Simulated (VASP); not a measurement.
Here is a VASP 6.6.1 calculation.

POSCAR

```
PbSe
1.0
    0.0000000000      3.0887022195      3.0887022195
    3.0887022195      0.0000000000      3.0887022195
    3.0887022195      3.0887022195      0.0000000000
Pb Se
1 1
Direct
    0.0000000000      0.0000000000      0.0000000000
    0.5000000000      0.5000000000      0.5000000000
```

File INCAR.step1:

```
SYSTEM = PbSe
  ALGO = Normal
  EDIFF = 1E-4
  ENCUT = 520
  GGA = PE
  ISMEAR = 0
  LASPH = .TRUE.
  LCHARG = .FALSE.
  LREAL = .FALSE.
  LWAVE = .TRUE.
  NBANDS = 17
  NELM = 60
  PREC = Accurate
  SIGMA = 0.01
```

INCAR.step2

```
SYSTEM = PbSe
  ALGO = Normal
  EDIFF = 1E-6
  ENCUT = 520
  ISIF = 2
  ISMEAR = 0
  ISTART = 1
  LASPH = .TRUE.
  LCHARG = .TRUE.
  LELF = .TRUE.
  LMIXTAU = .TRUE.
  LREAL = .FALSE.
  LVHAR = .TRUE.
  LWAVE = .FALSE.
  METAGGA = R2SCAN
  NBANDS = 17
  NELM = 60
  PREC = Accurate
  SIGMA = 0.01
```

KPOINTS

```
k-points
0
G
  8 8 8
  0 0 0
```

Potentials or basis: VASP PAW PBE potentials, release 64 (Pb_d, Se).

The run is started by

```console
$ cat potpaw_PBE.64/Pb_d/POTCAR potpaw_PBE.64/Se/POTCAR > POTCAR
$ cp INCAR.step1 INCAR
$ mpirun -np 1 vasp_std > vasp.out
$ cp INCAR.step2 INCAR
$ mpirun -np 1 vasp_std > vasp.out
```

Estimate the pressure.

0.0 GPa.

Estimate the band gap on the k mesh.

0.67 eV.

Caveat: the PAW data sets were made with another functional, which shifts forces and pressure a little; spin-orbit coupling is left out, which moves the levels of the heavy elements. A k mesh can miss the band edges.
